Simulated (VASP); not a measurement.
Write the native input for VASP 6.6.1 that does the following.

```yaml
Task: single point
Functional: PBEsol
Potentials_or_basis: VASP PAW PBE potentials, release 64 (Al, Ni)
Cutoff: 520 eV
k_mesh: 16 × 16 × 16
Occupations: gaussian, width 0.15 eV
Spin: no spin polarisation
Dipole_correction: no
Further_INCAR_settings: ALGO = Normal; EDIFF = 1e-06; NBANDS = 14
```

The structure of AlNi lies in POSCAR:

```
AlNi
1.0
    2.9096158249      0.0000000000      0.0000000000
    0.0000000000      2.9096158249      0.0000000000
    0.0000000000      0.0000000000      2.9096158249
Al Ni
1 1
Direct
    0.0000000000      0.0000000000      0.0000000000
    0.5000000000      0.5000000000      0.5000000000
```

One way to write it, as run:

INCAR

```
SYSTEM = AlNi
PREC = Accurate ; ENCUT = 520
EDIFF = 1E-6 ; ISMEAR = 0
SIGMA = 0.15 ; LREAL = .False.
LASPH = .True. ; NELM = 80
ALGO = Normal ; ISIF = 2
LWAVE = .False. ; LCHARG = .True.
GGA = PS ; LELF = .True.
LVHAR = .True. ; NBANDS = 14
```

KPOINTS

```
regular mesh
0
Gamma
  16 16 16
  0 0 0
```

Potentials or basis: VASP PAW PBE potentials, release 64 (Al, Ni).

Run with:

```console
$ cat potpaw_PBE.64/Al/POTCAR potpaw_PBE.64/Ni/POTCAR > POTCAR
$ mpirun -np 1 vasp_std > vasp.out
```

It gave:

```yaml
Pressure: -7.5 GPa
```

Caveat: the PAW data sets were made with another functional, which shifts forces and pressure a little.

Run time: 25 s on 1 thread of Intel(R) Xeon(R) Platinum 8488C (Sapphire Rapids), with other jobs on the host, peak memory 0.18 GiB.
